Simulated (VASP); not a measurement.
# Si (P1) in VASP: single point with PBE

Aim: the single point of Si with PBE.

Program: VASP 6.6.1. These are calculated values, not measurements. Logs are shortened: lines on timing, memory, paths and dates and some standing lists are left out, and cuts for length are marked.

### Step 1. The cell of the first run

The typed cell holds 64 atoms: a = 10.862 Å, b = 10.862 Å, c = 10.862 Å, α = 90.00°, β = 90.00°, γ = 90.00°.

### Step 2. Single point, PBE

Contents of INCAR:

```
PREC     = Accurate       # precision mode
ENCUT    = 520            # plane-wave cutoff, eV
EDIFF    = 1E-6           # SCF threshold, eV
ISMEAR   = 0              # smearing method
SIGMA    = 0.01           # smearing width, eV
LREAL    = Auto         
LASPH    = T              # aspherical terms in the spheres
NELM     = 80             # most SCF steps
ALGO     = Normal         # electronic algorithm
ISIF     = 2              # what is computed and relaxed
LWAVE    = F              # write WAVECAR
LCHARG   = T              # write CHGCAR
GGA      = PE             # functional
LELF     = T              # ELF
LVHAR    = T            
NBANDS   = 166            # bands
```

Contents of KPOINTS:

```
regular mesh
0
Gamma
  1 1 1
```

Contents of POSCAR:

```
Si
1.0
   10.8620000000      0.0000000000      0.0000000000
    0.0000000000     10.8620000000      0.0000000000
    0.0000000000      0.0000000000     10.8620000000
Si
64
Direct
    0.0059300000      0.0066700000      0.0003100000
   -0.0035200000      0.2449700000      0.2501400000
    0.2453000000     -0.0066100000      0.2509200000
    0.2506100000      0.2525200000     -0.0042100000
    0.1250200000      0.1247000000      0.1180700000
    0.1274800000      0.3764800000      0.3860000000
    0.3759300000      0.1243300000      0.3806700000
    0.3759200000      0.3791800000      0.1233200000
    0.0010000000      0.0047200000      0.5032000000
    0.0005900000      0.2450200000      0.7520500000
    0.2503500000      0.0033200000      0.7510000000
    0.2550100000      0.2497600000      0.5009300000
    0.1280700000      0.1200000000      0.6231500000
    0.1227000000      0.3841200000      0.8745700000
    0.3780000000      0.1278500000      0.8737100000
    0.3678600000      0.3794400000      0.6231300000
    0.0033000000      0.4939900000     -0.0020200000
    0.0057900000      0.7565900000      0.2440000000
    0.2438600000      0.4998000000      0.2533500000
    0.2507400000      0.7514000000     -0.0045500000
    0.1277000000      0.6301400000      0.1229900000
    0.1184000000      0.8715100000      0.3785100000
    0.3670200000      0.6245800000      0.3704400000
    0.3744000000      0.8738700000      0.1250700000
    0.0069100000      0.5019400000      0.5061400000
   -0.0006500000      0.7477900000      0.7517400000
    0.2369500000      0.4998200000      0.7507400000
    0.2443100000      0.7521400000      0.4974300000
    0.1136800000      0.6240200000      0.6204900000
    0.1226000000      0.8743000000      0.8807600000
    0.3754700000      0.6248700000      0.8767900000
    0.3666600000      0.8807100000      0.6200400000
    0.5020200000     -0.0051900000     -0.0044900000
    0.4981800000      0.2587300000      0.2532100000
    0.7472200000     -0.0013100000      0.2447000000
    0.7498400000      0.2473600000      0.0033200000
    0.6187500000      0.1234600000      0.1211200000
    0.6216900000      0.3782700000      0.3755800000
    0.8776900000      0.1304700000      0.3802900000
    0.8686900000      0.3774700000      0.1168900000
    0.4997100000      0.0088300000      0.4991100000
    0.4983000000      0.2507800000      0.7500800000
    0.7501200000     -0.0034900000      0.7549800000
    0.7540900000      0.2490200000      0.5014500000
    0.6280300000      0.1297500000      0.6268100000
    0.6282000000      0.3737900000      0.8700800000
    0.8727200000      0.1296900000      0.8795000000
    0.8756700000      0.3723900000      0.6264200000
    0.5076600000      0.5062300000     -0.0031500000
    0.4998000000      0.7433200000      0.2447700000
    0.7508700000      0.5001100000      0.2544400000
    0.7558400000      0.7538400000      0.0060800000
    0.6224800000      0.6198000000      0.1273000000
    0.6373300000      0.8766400000      0.3697000000
    0.8761200000      0.6315600000      0.3702400000
    0.8787000000      0.8721900000      0.1308600000
    0.5036200000      0.5014000000      0.5092100000
    0.4981200000      0.7468400000      0.7585400000
    0.7459700000      0.5101200000      0.7498200000
    0.7452300000      0.7499900000      0.5006000000
    0.6259300000      0.6241200000      0.6299800000
    0.6143200000      0.8724500000      0.8737900000
    0.8833800000      0.6158300000      0.8734400000
    0.8697400000      0.8719400000      0.6279500000
```

Potentials or basis: VASP PAW PBE potentials, release 64 (Si).

Started as:

```console
$ cat potpaw_PBE.64/Si/POTCAR > POTCAR
$ mpirun -np 1 vasp_gam > vasp.out
```

OUTCAR:

```text
PREC = Accurate
   ENCUT = 520
   EDIFF = 1E-6
   ISMEAR = 0
   LREAL = Auto
   LASPH = T
   NELM = 80
   ISIF = 2
   GGA = PE

 ion  position               nearest neighbor table
   1  0.006  0.007  0.000-   5 2.23  30 2.32  47 2.37  56 2.46
   2  0.996  0.245  0.250-  39 2.28   5 2.39  40 2.47   6 2.50
   3  0.245  0.993  0.251-  24 2.35  22 2.36   5 2.41   7 2.45
   4  0.251  0.253  0.996-  15 2.35   5 2.36   8 2.38  14 2.39
   5  0.125  0.125  0.118-   1 2.23   4 2.36   2 2.39   3 2.41
   6  0.127  0.376  0.386-  25 2.30  12 2.32  19 2.34   2 2.50
[... 56 lines left out ...]
  63  0.883  0.616  0.873-  17 2.30  59 2.31  26 2.32  52 2.50
  64  0.870  0.872  0.628-  43 2.33  60 2.34  26 2.37   9 2.44

  LATTYP: Found a simple cubic cell.
 ALAT       =    10.8620000000

  Lattice vectors:

 A1 = (  10.8620000000,   0.0000000000,   0.0000000000)
 A2 = (   0.0000000000,  10.8620000000,   0.0000000000)
 A3 = (   0.0000000000,   0.0000000000,  10.8620000000)

Analysis of symmetry for initial positions (statically):
=====================================================================
 Subroutine PRICEL returns:
 Original cell was already a primitive cell.

 Routine SETGRP: Setting up the symmetry group for a
 simple cubic supercell.

 Subroutine GETGRP returns: Found  1 space group operations
 (whereof  1 operations were pure point group operations)
 out of a pool of 48 trial point group operations.

The static configuration has the point symmetry C_1 .

Analysis of symmetry for dynamics (positions and initial velocities):
=====================================================================
 Subroutine PRICEL returns:
 Original cell was already a primitive cell.

 Routine SETGRP: Setting up the symmetry group for a
 simple cubic supercell.

 Subroutine GETGRP returns: Found  1 space group operations
 (whereof  1 operations were pure point group operations)
 out of a pool of 48 trial point group operations.

The dynamic configuration has the point symmetry C_1 .

 Subroutine INISYM returns: Found  1 space group operations
 (whereof  1 operations are pure point group operations),
 and found     1 'primitive' translations

----------------------------------------------------------------------------------------

                                     Primitive cell

[... 194 lines left out ...]
   IBRION =     -1    ionic relax: 0-MD 1-quasi-New 2-CG
   NFREE  =      0    steps in history (QN), initial steepest desc. (CG)
   ISIF   =      2    stress and relaxation
   ISYM   =      2    0-nonsym 1-usesym 2-fastsym
   POTIM  = 0.5000    time-step for ionic-motion
   TEBEG  =    0.0;   TEEND  =   0.0 temperature during run
   PSTRESS=    0.0 pullay stress
   NELECT =     256.0000    total number of electrons
   NUPDOWN=      -1.0000    fix difference up-down
   EMIN   =  10.00;   EMAX   =-10.00  energy-range for DOS
   EFERMI =   0.00;   METHOD = LEGACY
   ISMEAR =     0;   SIGMA  =   0.01  broadening in eV -4-tet -1-fermi 0-gaus
   EFERMI_NEDOS =   21; number of points for ismear=-14 and -15
   IALGO  =     38    algorithm
   IMIX   =      4    mixing-type and parameters
     AMIX     =   0.40;   BMIX     =  1.00
     AMIX_MAG =   1.60;   BMIX_MAG =  1.00
  volume/ion in A,a.u.               =      20.02       135.13
  Fermi-wavevector in a.u.,A,eV,Ry     =   0.956999  1.808467 12.460868  0.915848
  Thomas-Fermi vector in A             =   2.085978
   LORBIT       =      0    0 simple, 1 ext, 2 COOP (PROOUT), +10 PAW based schemes
   GGA     = PE    functional components
   LHFCALC =     F    Hartree Fock is set to
   AEXX    =    0.0000 exact exchange contribution
   IVDW    =     0    specifies the selected vdW correction
   LEPSILON=     F    determine dielectric tensor
   LRPA    =     F    only Hartree local field effects (RPA)
 non-spin polarized calculation
 Gauss-broadening in eV      SIGMA  =   0.01
  energy-cutoff  :      520.00
  volume of cell :     1281.53
 maximum number of plane-waves:     17229
 NGX is ok and might be reduce to    84
   NGX = 41   NGY = 41   NGZ = 41

 number of electron     255.9999995 magnetization

 Free energy of the ion-electron system (eV)
  ---------------------------------------------------
  ext. energy  EPLUGINS =         0.00000000
  ---------------------------------------------------
  free energy    TOTEN  =      -337.13102395 eV

  energy without entropy =     -337.13102395  energy(sigma->0) =     -337.13102395

 E-fermi :   6.0467     XC(G=0):  -9.3801

 val. band max:        5.9875662905   @ k =   0.0000   0.0000   0.0000
 cond. band min:       6.4407514935   @ k =   0.0000   0.0000   0.0000
 fundamental gap:      0.4531852030
 Fermi energy:         6.0466655879

 k-point     1 :       0.0000    0.0000    0.0000
  band No.  band energies     occupation
      1      -6.1295      2.00000
      2      -5.1341      2.00000
      3      -5.1032      2.00000
      4      -5.0938      2.00000
      5      -5.0530      2.00000
      6      -5.0049      2.00000
[... 132 lines left out ...]
    139       6.9996      0.00000
    140       7.0949      0.00000
 [bands above 140 left out]

------------------------ aborting loop because EDIFF is reached ----------------------------------------

  FORCE on cell =-STRESS in cart. coord.  units (eV):
  Direction    XX          YY          ZZ          XY          YZ          ZX
  --------------------------------------------------------------------------------------
  -------------------------------------------------------------------------------------
  Total       26.8487882     27.2322922     27.7620138      2.3606995      4.6925703      1.4958835
  in kB       33.5664858     34.0459444     34.7082049      2.9513580      5.8666742      1.8701608
  external PRESSURE =      34.1068783 kB  Pullay stress =       0.0000000 kB

 VOLUME and BASIS-vectors are now :
 -----------------------------------------------------------------------------
  energy-cutoff  :      520.00
  volume of cell :     1281.53
      direct lattice vectors                 reciprocal lattice vectors
    10.862000000  0.000000000  0.000000000     0.092064077  0.000000000  0.000000000
     0.000000000 10.862000000  0.000000000     0.000000000  0.092064077  0.000000000
     0.000000000  0.000000000 10.862000000     0.000000000  0.000000000  0.092064077

 POSITION                                       TOTAL-FORCE (eV/Angst)
 -----------------------------------------------------------------------------------
      0.06441      0.07245      0.00337        -1.505810     -1.048289     -0.143506
     10.82377      2.66086      2.71702         0.612918      1.276763     -0.387297
      2.66445     10.79020      2.72549         0.306446      0.786319      0.138529
      2.72213      2.74287     10.81627         0.105499      0.322503      0.193886
      1.35797      1.35449      1.28248         0.817002      0.593512      1.353940
      1.38469      4.08933      4.19273        -0.440873     -0.688698     -1.249614
[... 56 lines left out ...]
      9.59527      6.68915      9.48731        -0.935314      1.218269      0.565722
      9.44712      9.47101      6.82079         0.591635      0.355384     -0.133031
 -----------------------------------------------------------------------------------
    total drift:                                0.000121      0.002519      0.006696

  FREE ENERGIE OF THE ION-ELECTRON SYSTEM (eV)
  ---------------------------------------------------
  free  energy   TOTEN  =      -337.1310239462 eV

  energy  without entropy=     -337.1310239462  energy(sigma->0) =     -337.13102395
```

Run time: 5.2 min. Hardware: 1 thread of AMD EPYC 7R43 (Zen 3), shared host; peak memory 0.96 GiB.

What came out:

* Free energy: -337.1310 eV
* Pressure: 3.4 GPa
* Largest force: 2.905 eV/Å
* Band gap on the k mesh: 0.45 eV

Forces in eV/Å, atoms in the order of the input:
```
Si  -1.506 -1.048 -0.144
Si   0.613  1.277 -0.387
Si   0.306  0.786  0.139
Si   0.105  0.323  0.194
Si   0.817  0.594  1.354
Si  -0.441 -0.689 -1.250
Si  -0.443  0.363 -1.552
Si  -0.182  0.284 -0.104
Si  -0.725 -1.013 -0.120
Si   0.150  0.596 -0.227
Si  -0.213 -0.519  0.442
Si  -0.606 -0.257  0.156
Si   0.067  1.025  0.505
Si   0.116 -2.384 -0.075
Si  -0.179 -0.449  0.239
Si   0.596 -0.180  0.946
Si  -0.409  1.078  1.105
Si  -0.391 -1.096  0.748
Si   0.161 -0.263 -0.631
Si   0.283 -0.052  0.591
Si  -0.183 -0.760 -0.152
Si   0.252  0.910 -0.159
Si   1.091  0.169  0.944
Si   0.125 -0.064 -0.132
Si  -2.320 -0.939 -1.475
Si  -0.147  0.373 -0.059
Si   1.413  1.108 -0.750
Si   0.186 -0.651  0.331
Si   1.946  1.490  1.316
Si   0.236  0.351 -1.087
Si  -0.714 -0.602 -0.283
Si   1.111 -0.517  0.497
Si  -1.167  0.836  0.677
Si  -0.308 -1.124 -0.475
Si   1.079  1.060  0.242
Si  -0.810  0.314 -0.517
Si   0.150  0.338  0.611
Si   0.814 -0.219  0.807
Si  -0.600 -1.198 -0.796
Si   0.720 -0.299  1.453
Si   1.045 -1.347  0.294
Si   0.026  0.593 -0.535
Si  -0.558  0.460 -0.052
Si  -0.755  0.744 -0.186
Si  -0.075 -0.561  0.199
Si  -0.178  0.221  0.478
Si   0.375 -0.959 -0.325
Si   0.013  0.767  0.311
Si  -0.761 -1.266 -0.165
Si  -0.074  0.845  0.838
Si  -0.098  0.046 -0.497
Si  -0.665 -1.070 -0.861
Si   1.338  0.748 -0.106
Si  -2.304 -0.371  0.556
Si   0.521 -0.468  0.629
Si  -0.056  1.567 -1.077
Si  -1.060  0.183 -1.117
Si  -0.748  0.292 -1.975
Si   1.244 -1.829  0.260
Si   0.621 -0.185 -0.051
Si  -0.696  1.219 -0.409
Si   2.193 -0.151  0.435
Si  -0.935  1.218  0.566
Si   0.592  0.355 -0.133
```

Caveat: the k points lie up to 0.58 Å⁻¹ apart; forces of over 1 eV/Å act on the atoms, so gaps and moduli don't describe the material at rest. A hybrid or GW would open this gap; PBE tends to underestimate it.
